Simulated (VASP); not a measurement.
# MgO (P1) in VASP: notebook

Runs on MgO. Level: PBEsol. Tasks: single point.

All numbers are computed with VASP 6.6.1; they aren't measurements. Logs are shortened: lines on timing, memory, paths and dates and some standing lists are left out, and cuts for length are marked.

## 1. The cell of the first run

The typed cell holds 8 atoms: a = 3.255 Å, b = 3.255 Å, c = 10.415 Å, α = 90.00°, β = 90.00°, γ = 120.00°.

## 2. Single point, PBEsol (atom 6 (O) moved by -0.260 Å along [1 0 0] and -0.520 Å along [0 0 1])

File INCAR:

```
ALGO = Normal
EDIFF = 1E-6
ENCUT = 520
GGA = PS
ISIF = 2
ISMEAR = 0
LASPH = T
LCHARG = F
LREAL = F
LWAVE = F
NBANDS = 26
NELM = 60
PREC = Accurate
SIGMA = 0.05
```

File KPOINTS:

```
k-points
0
Gamma
  9 9 4
```

File POSCAR:

```
MgO
1.0
    3.2553371795      0.0000000000      0.0000000000
   -1.6276685897      2.8192046953      0.0000000000
    0.0000000000      0.0000000000     10.4149514991
Mg O
4 4
Direct
    0.3333333333      0.6666666667      0.9695963559
    0.0000000000      0.0000000000      0.2209473890
    0.0000000000      0.0000000000      0.7209473890
    0.6666666667      0.3333333333      0.4695963559
    0.3333333333      0.6666666667      0.7799156657
   -0.0798688387      0.0000000000      0.4796105484
    0.0000000000      0.0000000000      0.0295387694
    0.6666666667      0.3333333333      0.2799156657
```

Potentials or basis: VASP PAW PBE potentials, release 64 (Mg, O).

Started as:

```sh
$ cat potpaw_PBE.64/Mg/POTCAR potpaw_PBE.64/O/POTCAR > POTCAR
$ mpirun -np 1 vasp_std > vasp.out
```

OUTCAR:

```text
EDIFF = 1E-6
   ENCUT = 520
   GGA = PS
   ISIF = 2
   ISMEAR = 0
   LASPH = T
   LREAL = F
   NELM = 60
   PREC = Accurate

 ion  position               nearest neighbor table
   1  0.333  0.667  0.970-   5 1.98   7 1.98   7 1.98   7 1.98   3 3.20   3 3.20   3 3.20   2 3.22
                             2 3.22   2 3.22
   2  0.000  0.000  0.221-   8 1.98   8 1.98   8 1.98   7 1.99   6 2.71   4 3.20   4 3.20   4 3.20
                             1 3.22   1 3.22   1 3.22
   3  0.000  0.000  0.721-   5 1.98   5 1.98   5 1.98   6 2.53   1 3.20   1 3.20   1 3.20   4 3.22
                             4 3.22   4 3.22
   4  0.667  0.333  0.470-   6 1.66   6 1.90   8 1.98   6 2.11   2 3.20   2 3.20   2 3.20   3 3.22
                             3 3.22   3 3.22
   5  0.333  0.667  0.780-   1 1.98   3 1.98   3 1.98   3 1.98
   6  0.920  0.000  0.480-   4 1.66   4 1.90   4 2.11   3 2.53   2 2.71
   7  0.000  0.000  0.030-   1 1.98   1 1.98   1 1.98   2 1.99
   8  0.667  0.333  0.280-   4 1.98   2 1.98   2 1.98   2 1.98

  LATTYP: Found a hexagonal cell.
 ALAT       =     3.2553371795
 C/A-ratio  =     3.1993464655

  Lattice vectors:

 A1 = (   3.2553371795,   0.0000000000,   0.0000000000)
 A2 = (  -1.6276685897,   2.8192046953,   0.0000000000)
 A3 = (   0.0000000000,   0.0000000000,  10.4149514991)

Analysis of symmetry for initial positions (statically):
=====================================================================
 Subroutine PRICEL returns:
 Original cell was already a primitive cell.

 Routine SETGRP: Setting up the symmetry group for a
 hexagonal supercell.

 Subroutine GETGRP returns: Found  1 space group operations
 (whereof  1 operations were pure point group operations)
 out of a pool of 24 trial point group operations.

The static configuration has the point symmetry C_1 .

Analysis of symmetry for dynamics (positions and initial velocities):
=====================================================================
 Subroutine PRICEL returns:
 Original cell was already a primitive cell.

 Routine SETGRP: Setting up the symmetry group for a
 hexagonal supercell.

 Subroutine GETGRP returns: Found  1 space group operations
 (whereof  1 operations were pure point group operations)
 out of a pool of 24 trial point group operations.

The dynamic configuration has the point symmetry C_1 .

 Subroutine INISYM returns: Found  1 space group operations
 (whereof  1 operations are pure point group operations),
 and found     1 'primitive' translations

----------------------------------------------------------------------------------------

                                     Primitive cell
[... 107 lines left out ...]
   IBRION =     -1    ionic relax: 0-MD 1-quasi-New 2-CG
   NFREE  =      0    steps in history (QN), initial steepest desc. (CG)
   ISIF   =      2    stress and relaxation
   ISYM   =      2    0-nonsym 1-usesym 2-fastsym
   POTIM  = 0.5000    time-step for ionic-motion
   TEBEG  =    0.0;   TEEND  =   0.0 temperature during run
   PSTRESS=    0.0 pullay stress
   NELECT =      32.0000    total number of electrons
   NUPDOWN=      -1.0000    fix difference up-down
   EMIN   =  10.00;   EMAX   =-10.00  energy-range for DOS
   EFERMI =   0.00;   METHOD = LEGACY
   ISMEAR =     0;   SIGMA  =   0.05  broadening in eV -4-tet -1-fermi 0-gaus
   EFERMI_NEDOS =   21; number of points for ismear=-14 and -15
   IALGO  =     38    algorithm
   IMIX   =      4    mixing-type and parameters
     AMIX     =   0.40;   BMIX     =  1.00
     AMIX_MAG =   1.60;   BMIX_MAG =  1.00
  volume/ion in A,a.u.               =      11.95        80.63
  Fermi-wavevector in a.u.,A,eV,Ry     =   1.136750  2.148146 17.581449  1.292200
  Thomas-Fermi vector in A             =   2.273455
   LORBIT       =      0    0 simple, 1 ext, 2 COOP (PROOUT), +10 PAW based schemes
   GGA     = PS    functional components
   LHFCALC =     F    Hartree Fock is set to
   AEXX    =    0.0000 exact exchange contribution
   IVDW    =     0    specifies the selected vdW correction
   LEPSILON=     F    determine dielectric tensor
   LRPA    =     F    only Hartree local field effects (RPA)
 non-spin polarized calculation
 Gauss-broadening in eV      SIGMA  =   0.05
  energy-cutoff  :      520.00
  volume of cell :       95.58
 maximum number of plane-waves:      2616
   NGX = 13   NGY = 13   NGZ = 39

 number of electron      32.0000020 magnetization

 Free energy of the ion-electron system (eV)
  ---------------------------------------------------
  ext. energy  EPLUGINS =         0.00000000
  ---------------------------------------------------
  free energy    TOTEN  =       -47.06325484 eV

  energy without entropy =      -47.06325484  energy(sigma->0) =      -47.06325484

 E-fermi :   2.1768     XC(G=0):  -9.9375

 val. band max:        1.9705307670   @ k =   0.0000   0.0000   0.0000
 cond. band min:       3.3843123691   @ k =   0.0000   0.0000   0.0000
 fundamental gap:      1.4137816021
 Fermi energy:         2.1768036683

 k-point     1 :       0.0000    0.0000    0.0000
  band No.  band energies     occupation
      1     -16.1180      2.00000
      2     -14.9074      2.00000
      3     -14.7430      2.00000
      4     -13.2744      2.00000
      5      -2.9739      2.00000
      6      -1.1761      2.00000
[... 685 lines left out ...]
     25      13.0385      0.00000
     26      13.8028      0.00000

 [... further k-points ...]
[... 5 lines left out ...]
  --------------------------------------------------------------------------------------
  -------------------------------------------------------------------------------------
  Total        5.7613915      4.3861048     -1.1165813     -4.9168033     -0.3480002      0.4765007
  in kB       96.5735349     73.5207192    -18.7163480    -82.4163874     -5.8332460      7.9871948
  external PRESSURE =      50.4593021 kB  Pullay stress =       0.0000000 kB

 VOLUME and BASIS-vectors are now :
 -----------------------------------------------------------------------------
  energy-cutoff  :      520.00
  volume of cell :       95.58
      direct lattice vectors                 reciprocal lattice vectors
     3.255337180  0.000000000  0.000000000     0.307187841  0.177354983  0.000000000
    -1.627668590  2.819204695  0.000000000     0.000000000  0.354709965  0.000000000
     0.000000000  0.000000000 10.414951499     0.000000000  0.000000000  0.096015810

 POSITION                                       TOTAL-FORCE (eV/Angst)
 -----------------------------------------------------------------------------------
     -0.00000      1.87947     10.09830        -0.000683     -0.000507      0.964820
      0.00000      0.00000      2.30116        -0.040590     -0.000240      1.032787
      0.00000      0.00000      7.50863        -0.165076      0.001344     -0.213775
      1.62767      0.93973      4.89082        -5.111110      2.343316     -2.632541
     -0.00000      1.87947      8.12278        -0.023039     -0.009020     -0.912293
      2.99534      0.00000      4.99512         5.500194     -2.371047      3.966268
      0.00000      0.00000      0.30764         0.001227      0.000074     -0.978665
      1.62767      0.93973      2.91531        -0.160922      0.036079     -1.226601
 -----------------------------------------------------------------------------------
    total drift:                               -0.000057      0.000056     -0.000732

  FREE ENERGIE OF THE ION-ELECTRON SYSTEM (eV)
  ---------------------------------------------------
  free  energy   TOTEN  =       -47.0632548356 eV

  energy  without entropy=      -47.0632548356  energy(sigma->0) =      -47.06325484
```

stdout:

```text
POSCAR found type information on POSCAR MgO
 POSCAR found :  2 types and       8 ions
 scaLAPACK will be used
 -----------------------------------------------------------------------------
|                                                                             |
|                                                                             |
|     You enforced a specific xc type in the INCAR file but a different       |
|     I HOPE YOU KNOW WHAT YOU ARE DOING!                                     |
|                                                                             |
 -----------------------------------------------------------------------------

 LDA part: xc-table for (Slater+PW92), standard interpolation
 POSCAR, INCAR and KPOINTS ok, starting setup
 FFT: planning ... GRIDC
 FFT: planning ... GRID_SOFT
 FFT: planning ... GRID
 WAVECAR not read
 entering main loop
```

Wall time 6.5 min (1 thread of Oxide Virtual Turin-like, shared host); peak memory 0.39 GiB.

Results:

| Item | Value |
| --- | --- |
| Free energy | -47.0633 eV |
| Pressure | 5.0 GPa |
| Largest force | 7.184 eV/Å |
| Band gap on the k mesh | 1.41 eV, direct |

Forces in eV/Å, atoms in the order of the input:
```
Mg  -0.001 -0.001  0.965
Mg  -0.041  0.000  1.033
Mg  -0.165  0.001 -0.214
Mg  -5.111  2.343 -2.633
O   -0.023 -0.009 -0.912
O    5.500 -2.371  3.966
O    0.001  0.000 -0.979
O   -0.161  0.036 -1.227
```

Caveat: the cell differs from its parent crystal (atom 6 (O) moved by -0.260 Å along [1 0 0] and -0.520 Å along [0 0 1]); the PAW data sets were made with another functional, which shifts forces and pressure a little. A k mesh can miss the band edges.

(Part 1 of 2 ends here.)
